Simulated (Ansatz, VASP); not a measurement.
# MgO in VASP and in Ansatz

Contents of POSCAR:

```
MgO
1.0
    2.1022009521      2.1022009521      0.0000000000
   -2.1022009521      2.1022009521      0.0000000000
    0.1189184439      0.1189184439      4.2044019043
Mg O
2 2
Direct
    0.0000000000      0.0000000000      0.0000000000
    0.5000000000      0.5000000000      0.5000000000
    0.5000000000      0.5000000000      0.0000000000
    0.0000000000      0.0000000000      0.5000000000
```

File INCAR.step1:

```
SYSTEM = MgO
  PREC = Accurate
  ENCUT = 520
  ISMEAR = 0
  SIGMA = 0.02
  LREAL = .FALSE.
  LASPH = .TRUE.
  NELM = 60
  NBANDS = 16
  GGA = PE
  ALGO = Normal
  EDIFF = 1E-4
  LWAVE = .TRUE.
  LCHARG = .FALSE.
```

The input INCAR.step2:

```
SYSTEM = MgO
  PREC = Accurate
  ENCUT = 520
  EDIFF = 1E-6
  ISMEAR = 0
  SIGMA = 0.02
  LREAL = .FALSE.
  LASPH = .TRUE.
  NELM = 60
  ALGO = Normal
  ISIF = 2
  LWAVE = .FALSE.
  LCHARG = .TRUE.
  METAGGA = R2SCAN
  LMIXTAU = .TRUE.
  LELF = .TRUE.
  LVHAR = .TRUE.
  NBANDS = 16
  ISTART = 1
```

Contents of KPOINTS:

```
regular mesh
0
G
  8 8 6
  0 0 0
```

Input for Ansatz:

```yaml
crystal:
  lattice:
    - [2.1022009521, 2.1022009521, 0.0]
    - [-2.1022009521, 2.1022009521, 0.0]
    - [0.1189184439, 0.1189184439, 4.2044019043]
  atoms:
    - { symbol: Mg, position: [0.0, 0.0, 0.0] }
    - { symbol: Mg, position: [0.5, 0.5, 0.5] }
    - { symbol: O, position: [0.5, 0.5, 0.0] }
    - { symbol: O, position: [0.0, 0.0, 0.5] }
basis:
  ecutwfc: 500
kpoints:
  mp_grid: { grid: [8, 8, 6] }
hamiltonian:
  xc: r2scan
scf:
  occupations: { method: gaussian, width: 0.02 }
output:
  forces: true
  stress: true
  eigenvalues: true
```

Change from the starting cell: shear of c along a, cell held, atoms relaxed: +4.0 %.

Alike in both runs: task single point; functional r2SCAN; k mesh 8 × 8 × 6; occupations gaussian, width 0.02 eV; no spin polarisation.

|  | VASP | Ansatz |
| --- | --- | --- |
| version | VASP 6.6.1 | Ansatz 0.2.0 |
| potentials or method | VASP PAW PBE potentials, release 64 (Mg, O), cutoff 520 eV | scalar-relativistic, plane waves, PAW |
| valence electrons in the cell | 16 | 32 |

```csv
,VASP,Ansatz,Ansatz less VASP
gap on the k mesh at the Fermi level (eV),5.48,5.51,+0.026
least direct gap on the mesh (eV),5.48,5.51,+0.026
pressure (GPa),-1.1,0.0,+1.15
"traceless stress, the component that is largest in VASP (GPa)",-4.45,-4.42,+0.035
```

VASP's potentials were made for PBE, not for r2SCAN. VASP's potentials hold 16 valence electrons a cell and Ansatz's 32, so a difference there can come from the potentials and not from the codes.
